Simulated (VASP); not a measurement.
A run of VASP 6.6.1 is set up as follows.

Contents of POSCAR:

```
Sn3O
1.0
    4.3583392105      0.0000000000      0.0000000000
    0.0000000000      4.3583392105      0.0000000000
    0.0000000000      0.0000000000      4.3583392105
Sn O
3 1
Direct
    0.0000000000      0.5000000000      0.5000000000
    0.5000000000      0.0000000000      0.5000000000
    0.5000000000      0.5000000000      0.0000000000
    0.0000000000      0.0000000000      0.0000000000
```

The input INCAR.step1:

```
SYSTEM = Sn3O
PREC = Accurate
ENCUT = 600
ISMEAR = 0
SIGMA = 0.1
LREAL = .False.
LASPH = .True.
NELM = 100
GGA = PE
ALGO = Normal
EDIFF = 1E-4
LWAVE = .True.
LCHARG = .False.
```

File INCAR.step2:

```
SYSTEM = Sn3O
PREC = Accurate
ENCUT = 600
EDIFF = 1E-6
ISMEAR = 0
SIGMA = 0.1
LREAL = .False.
LASPH = .True.
NELM = 100
ALGO = Normal
ISIF = 3
LWAVE = .False.
LCHARG = .False.
METAGGA = R2SCAN
LMIXTAU = .True.
IBRION = 2
NSW = 100
EDIFFG = -0.01
ISTART = 1
```

File KPOINTS:

```
regular mesh
0
Gamma
  10 10 10
  0 0 0
```

Potentials or basis: VASP PAW PBE potentials, release 64 (Sn_d, O).

Run with:

```console
$ cat potpaw_PBE.64/Sn_d/POTCAR potpaw_PBE.64/O/POTCAR > POTCAR
$ cp INCAR.step1 INCAR
$ mpirun -np 1 vasp_std > vasp.out
$ cp INCAR.step2 INCAR
$ mpirun -np 1 vasp_std > vasp.out
```

Question: Predict the relaxed cell.

Answer: a = 4.416 Å, b = 4.416 Å, c = 4.416 Å, α = 90.00°, β = 90.00°, γ = 90.00°.

Question: Estimate the relaxed volume.

Answer: 21.53 Å³/atom.

Final structure:
```cif
data_structure
_symmetry_space_group_name_H-M 'P 1'
_symmetry_Int_Tables_number 1
_cell_length_a 4.4159
_cell_length_b 4.4159
_cell_length_c 4.4159
_cell_angle_alpha 90.000
_cell_angle_beta 90.000
_cell_angle_gamma 90.000
_cell_volume 86.11
loop_
_atom_site_label
_atom_site_type_symbol
_atom_site_fract_x
_atom_site_fract_y
_atom_site_fract_z
_atom_site_occupancy
Sn1 Sn 0.00000 0.50000 0.50000 1
Sn2 Sn 0.50000 0.00000 0.50000 1
Sn3 Sn 0.50000 0.50000 0.00000 1
O1 O 0.00000 0.00000 0.00000 1
```

Caveat: the PAW data sets were made with another functional, which shifts forces and pressure a little.
